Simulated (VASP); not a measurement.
# H5ClO2 (P2_1/c) in VASP: electric field gradients with r2SCAN

Aim: the electric field gradients of H5ClO2 with r2SCAN.

All numbers are computed with VASP 6.6.1; they aren't measurements. Logs are shortened: lines on timing, memory, paths and dates and some standing lists are left out, and cuts for length are marked.

### Step 1. The cell of the first run

Symmetry: P2_1/c, No. 14, monoclinic system. Conventional cell: a = 3.924 Å, b = 11.984 Å, c = 6.713 Å, α = 90.00°, β = 100.91°, γ = 90.00°. Within 1.3 Å of H (site symmetry 1) lie 1 O at 0.98 Å. H (site symmetry 1) has 1 O at 0.98 Å within 1.3 Å. H (site symmetry 1) has 1 O at 1.00 Å within 1.3 Å. Within 1.5 Å of H (site symmetry 1) lie 2 O at 1.12 to 1.30 Å. H (site symmetry 1) has 1 O at 1.00 Å within 1.3 Å. Within 2.7 Å of Cl (site symmetry 1) lie 4 H at 2.00 to 2.14 Å. O (site symmetry 1) has 3 H at 0.98 to 1.30 Å within 1.3 Å. Within 1.3 Å of O (site symmetry 1) lie 3 H at 1.00 to 1.12 Å.

### Step 2. Electric field gradients, r2SCAN

The input, POSCAR:

```
H5ClO2
1.0
    3.9244822036      0.0000000000      0.0000000000
    0.0000000000     11.9843048800      0.0000000000
   -1.2699805037      0.0000000000      6.5916533309
H Cl O
20 4 8
Direct
    0.2260846600      0.6022843000      0.9066360400
    0.7739153400      0.1022843000      0.5933639600
    0.7739153400      0.3977157000      0.0933639600
    0.2260846600      0.8977157000      0.4066360400
    0.2179284100      0.4810123400      0.8072908100
    0.7820715900      0.9810123400      0.6927091900
    0.7820715900      0.5189876600      0.1927091900
    0.2179284100      0.0189876600      0.3072908100
    0.7093332500      0.6935539600      0.5691990000
    0.2906667500      0.1935539600      0.9308010000
    0.2906667500      0.3064460400      0.4308010000
    0.7093332500      0.8064460400      0.0691990000
    0.4336477500      0.9026756000      0.1534052600
    0.5663522500      0.4026756000      0.3465947400
    0.5663522500      0.0973244000      0.8465947400
    0.4336477500      0.5973244000      0.6534052600
    0.3801928300      0.8517784200      0.9054185100
    0.6198071700      0.3517784200      0.5945814900
    0.6198071700      0.1482215800      0.0945814900
    0.3801928300      0.6482215800      0.4054185100
    0.0249961500      0.8269215500      0.6528349900
    0.9750038500      0.3269215500      0.8471650100
    0.9750038500      0.1730784500      0.3471650100
    0.0249961500      0.6730784500      0.1528349900
    0.3106757600      0.5569795800      0.8043359800
    0.6893242400      0.0569795800      0.6956640200
    0.6893242400      0.4430204200      0.1956640200
    0.3106757600      0.9430204200      0.3043359800
    0.5580441200      0.6275571500      0.5270770500
    0.4419558800      0.1275571500      0.9729229500
    0.4419558800      0.3724428500      0.4729229500
    0.5580441200      0.8724428500      0.0270770500
```

The input, INCAR.step1:

```
ALGO = Normal
EDIFF = 1E-5
ENCUT = 910
GGA = PE
GGA_COMPAT = False
ISMEAR = -1
LASPH = True
LCHARG = False
LREAL = Auto
LWAVE = True
NBANDS = 70
NELM = 120
PREC = Accurate
SIGMA = 0.02
```

The input, INCAR.step2:

```
ALGO = Normal
EDIFF = 1E-7
ENCUT = 910
GGA_COMPAT = False
ISIF = 2
ISMEAR = -1
ISTART = 1
LASPH = True
LCHARG = False
LEFG = True
LMIXTAU = True
LREAL = Auto
LWAVE = False
METAGGA = R2SCAN
NBANDS = 70
NELM = 120
PREC = Accurate
SIGMA = 0.02
```

The input, KPOINTS:

```
k-points
0
Gamma
  6 2 4
```

Potentials or basis: VASP PAW PBE potentials, release 64 (H_h, Cl, O_h).

Run with:

```sh
$ cat potpaw_PBE.64/H_h/POTCAR potpaw_PBE.64/Cl/POTCAR potpaw_PBE.64/O_h/POTCAR > POTCAR
$ cp INCAR.step1 INCAR
$ mpirun -np 1 vasp_std > vasp.out
$ cp INCAR.step2 INCAR
$ mpirun -np 1 vasp_std > vasp.out
```

OUTCAR:

```text
EDIFF = 1E-7
   ENCUT = 910
   ISIF = 2
   ISMEAR = -1
   ISTART = 1
   LASPH = True
   LREAL = Auto
   METAGGA = R2SCAN
   NELM = 120
   PREC = Accurate

 ion  position               nearest neighbor table
   1  0.226  0.602  0.907-  25 0.98
   2  0.774  0.102  0.593-  26 0.98
   3  0.774  0.398  0.093-  27 0.98
   4  0.226  0.898  0.407-  28 0.98
   5  0.218  0.481  0.807-  25 0.98
   6  0.782  0.981  0.693-  26 0.98
[... 12 lines left out ...]
  19  0.620  0.148  0.095-  30 1.00
  20  0.380  0.648  0.405-  29 1.00
  21  0.025  0.827  0.653-
  22  0.975  0.327  0.847-
  23  0.975  0.173  0.347-
  24  0.025  0.673  0.153-
  25  0.311  0.557  0.804-   1 0.98   5 0.98
  26  0.689  0.057  0.696-   2 0.98   6 0.98
  27  0.689  0.443  0.196-   3 0.98   7 0.98
  28  0.311  0.943  0.304-   4 0.98   8 0.98
  29  0.558  0.628  0.527-   9 1.00  20 1.00  16 1.12
  30  0.442  0.128  0.973-  10 1.00  19 1.00  15 1.12
  31  0.442  0.372  0.473-  11 1.00  18 1.00  14 1.12
  32  0.558  0.872  0.027-  12 1.00  17 1.00  13 1.12

  LATTYP: Found a simple monoclinic cell.
 ALAT       =     3.9244822036
 B/A-ratio  =     3.0537289401
 C/A-ratio  =     1.7105132920
 COS(beta)  =    -0.1891856696

  Lattice vectors:

 A1 = (   3.9244822036,   0.0000000000,   0.0000000000)
 A2 = (   0.0000000000,  11.9843048800,   0.0000000000)
 A3 = (  -1.2699805037,   0.0000000000,   6.5916533309)

Analysis of symmetry for initial positions (statically):
=====================================================================
 Subroutine PRICEL returns:
 Original cell was already a primitive cell.

 Routine SETGRP: Setting up the symmetry group for a
 simple monoclinic supercell.

 Subroutine GETGRP returns: Found  4 space group operations
 (whereof  2 operations were pure point group operations)
 out of a pool of  4 trial point group operations.

The static configuration has the point symmetry S_2 .
 The point group associated with its full space group is C_2h.

Analysis of symmetry for dynamics (positions and initial velocities):
=====================================================================
 Subroutine PRICEL returns:
 Original cell was already a primitive cell.

 Routine SETGRP: Setting up the symmetry group for a
 simple monoclinic supercell.

 Subroutine GETGRP returns: Found  4 space group operations
 (whereof  2 operations were pure point group operations)
 out of a pool of  4 trial point group operations.

The dynamic configuration has the point symmetry S_2 .
 The point group associated with its full space group is C_2h.

 Subroutine INISYM returns: Found  4 space group operations
 (whereof  2 operations are pure point group operations),
 and found     1 'primitive' translations

----------------------------------------------------------------------------------------

                                     Primitive cell

  volume of cell :     310.0199

  direct lattice vectors                    reciprocal lattice vectors
     3.924482204  0.000000000  0.000000000     0.254810685  0.000000000  0.049093086
     0.000000000 11.984304880  0.000000000     0.000000000  0.083442470  0.000000000
    -1.269980504  0.000000000  6.591653331     0.000000000  0.000000000  0.151707007

  length of vectors
     3.924482204 11.984304880  6.712878974     0.259496852  0.083442470  0.151707007

  position of ions in fractional coordinates (direct lattice)
     0.226084660  0.602284300  0.906636040
     0.773915340  0.102284300  0.593363960
     0.773915340  0.397715700  0.093363960
     0.226084660  0.897715700  0.406636040
     0.217928410  0.481012340  0.807290810
     0.782071590  0.981012340  0.692709190
[... 24 lines left out ...]
     0.441955880  0.372442850  0.472922950
     0.558044120  0.872442850  0.027077050

  ion indices of the primitive-cell ions
   primitive index   ion index
                 1           1
                 2           2
                 3           3
                 4           4
                 5           5
                 6           6
[... 24 lines left out ...]
                31          31
                32          32

[... 64 lines left out ...]
   ICHARG =      0    charge: 1-file 2-atom 10-const
   ISPIN  =      1    spin polarized calculation?
   LNONCOLLINEAR =      F non collinear calculations
   LSORBIT =      F    spin-orbit coupling
   LASPH  =      T    aspherical Exc in radial PAW
   ENCUT  =  910.0 eV  66.88 Ry    8.18 a.u.   9.65 29.48 16.51*2*pi/ulx,y,z
   NELM   =    120;   NELMIN=  2; NELMDL=  0     # of ELM steps
   EDIFF  = 0.1E-06   stopping-criterion for ELM
   LREAL  =      T    real-space projection
   EDIFFG = 0.1E-05   stopping-criterion for IOM
   NSW    =      0    number of steps for IOM
   IBRION =     -1    ionic relax: 0-MD 1-quasi-New 2-CG
   NFREE  =      0    steps in history (QN), initial steepest desc. (CG)
   ISIF   =      2    stress and relaxation
   ISYM   =      2    0-nonsym 1-usesym 2-fastsym
   POTIM  = 0.5000    time-step for ionic-motion
   TEBEG  =    0.0;   TEEND  =   0.0 temperature during run
   PSTRESS=    0.0 pullay stress
   NELECT =      96.0000    total number of electrons
   NUPDOWN=      -1.0000    fix difference up-down
   EMIN   =  10.00;   EMAX   =-10.00  energy-range for DOS
   EFERMI =   0.00;   METHOD = LEGACY
   ISMEAR =    -1;   SIGMA  =   0.02  broadening in eV -4-tet -1-fermi 0-gaus
   EFERMI_NEDOS =   21; number of points for ismear=-14 and -15
   IALGO  =     38    algorithm
   IMIX   =      4    mixing-type and parameters
     AMIX     =   0.40;   BMIX     =  1.00
     AMIX_MAG =   1.60;   BMIX_MAG =  1.00
  volume/ion in A,a.u.               =       9.69        65.38
  Fermi-wavevector in a.u.,A,eV,Ry     =   1.107564  2.092992 16.690231  1.226697
  Thomas-Fermi vector in A             =   2.244080
   LORBIT       =      0    0 simple, 1 ext, 2 COOP (PROOUT), +10 PAW based schemes
   METAGGA = R2SCAN    functional components
   LHFCALC =     F    Hartree Fock is set to
   AEXX    =    0.0000 exact exchange contribution
   IVDW    =     0    specifies the selected vdW correction
   LEPSILON=     F    determine dielectric tensor
   LRPA    =     F    only Hartree local field effects (RPA)
 non-spin polarized calculation
  energy-cutoff  :      910.00
  volume of cell :      310.02
 maximum number of plane-waves:     19365
 NGX is ok and might be reduce to    40
   NGX = 19   NGY = 59   NGZ = 33

 number of electron      95.9999999 magnetization

 Free energy of the ion-electron system (eV)
  ---------------------------------------------------
  ext. energy  EPLUGINS =         0.00000000
  ---------------------------------------------------
  free energy    TOTEN  =      -172.59450364 eV

  energy without entropy =     -172.59450364  energy(sigma->0) =     -172.59450364

 E-fermi :  -1.3235     XC(G=0):  -8.5245

 val. band max:       -1.8310078175   @ k =   0.0000   0.0000   0.0000
 cond. band min:       4.0699385098   @ k =   0.0000   0.0000   0.0000
 fundamental gap:      5.9009463274
 Fermi energy:        -1.3234862512

 k-point     1 :       0.0000    0.0000    0.0000
  band No.  band energies     occupation
      1     -23.4274      2.00000
      2     -23.4021      2.00000
      3     -23.3362      2.00000
      4     -23.3148      2.00000
      5     -22.1030      2.00000
      6     -22.0922      2.00000
[... 1501 lines left out ...]
     59       8.6683      0.00000
     60       8.6683      0.00000

 [... further k-points ...]

 [bands above 60 left out]

------------------------ aborting loop because EDIFF is reached ----------------------------------------

  FORCE on cell =-STRESS in cart. coord.  units (eV):
  Direction    XX          YY          ZZ          XY          YZ          ZX
  --------------------------------------------------------------------------------------
  -------------------------------------------------------------------------------------
  Total       -0.2266409     -0.4073173     -0.2095175      0.0000000      0.0000000     -0.0748362
  in kB       -1.1712760     -2.1050086     -1.0827827      0.0000000      0.0000000     -0.3867523
  external PRESSURE =      -1.4530224 kB  Pullay stress =       0.0000000 kB

 VOLUME and BASIS-vectors are now :
 -----------------------------------------------------------------------------
  energy-cutoff  :      910.00
  volume of cell :      310.02
      direct lattice vectors                 reciprocal lattice vectors
     3.924482204  0.000000000  0.000000000     0.254810685  0.000000000  0.049093086
     0.000000000 11.984304880  0.000000000     0.000000000  0.083442470  0.000000000
    -1.269980504  0.000000000  6.591653331     0.000000000  0.000000000  0.151707007

 POSITION                                       TOTAL-FORCE (eV/Angst)
 -----------------------------------------------------------------------------------
     -0.26414      7.21796      5.97623         0.011790     -0.053982     -0.046163
      2.28366      1.22581      3.91125        -0.011790     -0.053982      0.046163
      2.91865      4.76635      0.61542        -0.011790      0.053982      0.046163
      0.37085     10.75850      2.68040         0.011790      0.053982     -0.046163
     -0.16999      5.76460      5.32138         0.006285      0.067597      0.016011
      2.18950     11.75675      4.56610        -0.006285      0.067597     -0.016011
[... 24 lines left out ...]
      1.13385      4.46347      3.11734        -0.042702      0.052337      0.004643
      2.15565     10.45562      0.17848         0.042702      0.052337     -0.004643
 -----------------------------------------------------------------------------------
    total drift:                                0.000000      0.000000     -0.000000

  FREE ENERGIE OF THE ION-ELECTRON SYSTEM (eV)
  ---------------------------------------------------
  free  energy   TOTEN  =      -172.5945036448 eV

  energy  without entropy=     -172.5945036448  energy(sigma->0) =     -172.59450364

 Electric field gradients (V/A^2)
---------------------------------------------------------------------
 ion       V_xx      V_yy      V_zz      V_xy      V_xz      V_yz
---------------------------------------------------------------------
   1      -6.918     1.236     5.682   -11.923   -17.579    19.544
   2      -6.918     1.236     5.682    11.923   -17.579   -19.544
   3      -6.918     1.236     5.682   -11.923   -17.579    19.544
   4      -6.918     1.236     5.682    11.923   -17.579   -19.544
   5     -10.732    27.074   -16.343    17.169    -2.415     0.815
   6     -10.732    27.074   -16.343   -17.169    -2.415    -0.815
[... 24 lines left out ...]
  31     -15.241   -25.279    40.520    87.521    63.887   -26.128
  32     -15.241   -25.279    40.520   -87.521    63.887    26.128
---------------------------------------------------------------------

 Electric field gradients after diagonalization (V/A^2)
 (convention: |V_zz| > |V_xx| > |V_yy|)
----------------------------------------------------------------------
 ion       V_xx      V_yy      V_zz     asymmetry (V_yy - V_xx)/ V_zz
----------------------------------------------------------------------
   1     -19.613   -14.390    34.003       0.154
   2     -19.613   -14.390    34.003       0.154
   3     -19.613   -14.390    34.003       0.154
   4     -19.613   -14.390    34.003       0.154
   5     -19.451   -14.257    33.708       0.154
   6     -19.451   -14.257    33.708       0.154
[... 24 lines left out ...]
  31      92.554    38.906  -131.460       0.408
  32      92.554    38.906  -131.460       0.408
----------------------------------------------------------------------

           NMR quadrupolar parameters

 Cq : quadrupolar parameter    Cq=e*Q*V_zz/h
 eta: asymmetry parameters     (V_yy - V_xx)/ V_zz
 Q  : nuclear electric quadrupole moment in mb (millibarn)
----------------------------------------------------------------------
 ion       Cq(MHz)       eta       Q (mb)
----------------------------------------------------------------------
   1       0.082       0.154       1.000
   2       0.082       0.154       1.000
   3       0.082       0.154       1.000
   4       0.082       0.154       1.000
   5       0.082       0.154       1.000
   6       0.082       0.154       1.000
[... 24 lines left out ...]
  31      -0.318       0.408       1.000
  32      -0.318       0.408       1.000
----------------------------------------------------------------------
```

It took 61 min on 1 thread of Intel Xeon 6975P-C (Granite Rapids), shared host; peak memory 1.3 GiB.

Results:

| Item | Value |
| --- | --- |
| Free energy | -172.5945 eV |
| Pressure | -0.1 GPa |
| Largest force | 0.072 eV/Å |
| Band gap on the k mesh | 5.90 eV |
| Largest electric field gradient by atom | H +34.0, +33.7, +28.6, +6.0, +27.7 (each value once); Cl +27.3; O -157.8, -131.5 (each value once) V/Å² |

Forces in eV/Å, atoms in the order of the input:
```
H    0.012 -0.054 -0.046
H   -0.012 -0.054  0.046
H   -0.012  0.054  0.046
H    0.012  0.054 -0.046
H    0.006  0.068  0.016
H   -0.006  0.068 -0.016
H   -0.006 -0.068 -0.016
H    0.006 -0.068  0.016
H   -0.062 -0.020 -0.022
H    0.062 -0.020  0.022
H    0.062  0.020  0.022
H   -0.062  0.020 -0.022
H    0.011 -0.048 -0.027
H   -0.011 -0.048  0.027
H   -0.011  0.048  0.027
H    0.011  0.048 -0.027
H    0.018 -0.031  0.044
H   -0.018 -0.031 -0.044
H   -0.018  0.031 -0.044
H    0.018  0.031  0.044
Cl   0.001 -0.011  0.001
Cl  -0.001 -0.011 -0.001
Cl  -0.001  0.011 -0.001
Cl   0.001  0.011  0.001
O   -0.002 -0.024  0.017
O    0.002 -0.024 -0.017
O    0.002  0.024 -0.017
O   -0.002  0.024  0.017
O    0.043 -0.052 -0.005
O   -0.043 -0.052  0.005
O   -0.043  0.052  0.005
O    0.043  0.052 -0.005
```

Electric field gradients, principal values (V/Å²):
```tsv
atom	least	middle	greatest (by size)
1 H	-14.390	-19.613	34.003
2 H	-14.390	-19.613	34.003
3 H	-14.390	-19.613	34.003
4 H	-14.390	-19.613	34.003
5 H	-14.257	-19.451	33.708
6 H	-14.257	-19.451	33.708
7 H	-14.257	-19.451	33.708
8 H	-14.257	-19.451	33.708
9 H	-12.342	-16.272	28.614
10 H	-12.342	-16.272	28.614
11 H	-12.342	-16.272	28.614
12 H	-12.342	-16.272	28.614
13 H	-1.663	-4.323	5.986
14 H	-1.663	-4.323	5.986
15 H	-1.663	-4.323	5.986
16 H	-1.663	-4.323	5.986
17 H	-11.880	-15.793	27.673
18 H	-11.880	-15.793	27.673
19 H	-11.880	-15.793	27.673
20 H	-11.880	-15.793	27.673
21 Cl	-4.301	-22.979	27.280
22 Cl	-4.301	-22.979	27.280
23 Cl	-4.301	-22.979	27.280
24 Cl	-4.301	-22.979	27.280
25 O	38.673	119.162	-157.835
26 O	38.673	119.162	-157.835
27 O	38.673	119.162	-157.835
28 O	38.673	119.162	-157.835
29 O	38.906	92.554	-131.460
30 O	38.906	92.554	-131.460
31 O	38.906	92.554	-131.460
32 O	38.906	92.554	-131.460
```

Caveat: without QUAD_EFG the Cq values of the log hold for a quadrupole moment of 1 mb, not for the nuclei; the PAW data sets were made with another functional, which shifts forces and pressure a little. A k mesh can miss the band edges.
